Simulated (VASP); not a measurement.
HfN, 2 atoms in the cell. Symmetry: Fm-3m, No. 225, cubic system. Conventional cell: a = 4.549 Å, b = 4.549 Å, c = 4.549 Å, α = 90.00°, β = 90.00°, γ = 90.00°. Hf (site symmetry m-3m) has 6 N at 2.27 Å within 3.0 Å. N (site symmetry m-3m) has 6 Hf at 2.27 Å within 3.0 Å. 

| Item | Value |
| --- | --- |
| Program | VASP 6.6.1 |
| Task | relaxation of cell and atoms |
| Functional | PBE |
| Potentials or basis | VASP PAW PBE potentials, release 64 (Hf_pv, N) |
| Cutoff | 600 eV |
| k mesh | 16 × 16 × 16 |
| Occupations | fermi-dirac, width 0.15 eV |
| Spin | no spin polarisation |
| Target pressure | 2 GPa |
| Dipole correction | no |
| Further INCAR settings | ALGO = Normal; EDIFF = 1e-07; IBRION = 2; EDIFFG = -0.001; NSW = 80; ISIF = 3 |

Potentials or basis: VASP PAW PBE potentials, release 64 (Hf_pv, N).

Run with:

```sh
$ cat potpaw_PBE.64/Hf_pv/POTCAR potpaw_PBE.64/N/POTCAR > POTCAR
$ mpirun -np 1 vasp_std > vasp.out
```

Hardware: 1 thread of Intel Xeon 8259CL, on a shared host.

Task: How long does it take, and how much memory?

Result: It took 4.8 min on 1 thread of Intel Xeon 8259CL (shared host), peak memory 0.21 GiB. Counts: scf iterations 45, k points 145, ion steps 6.
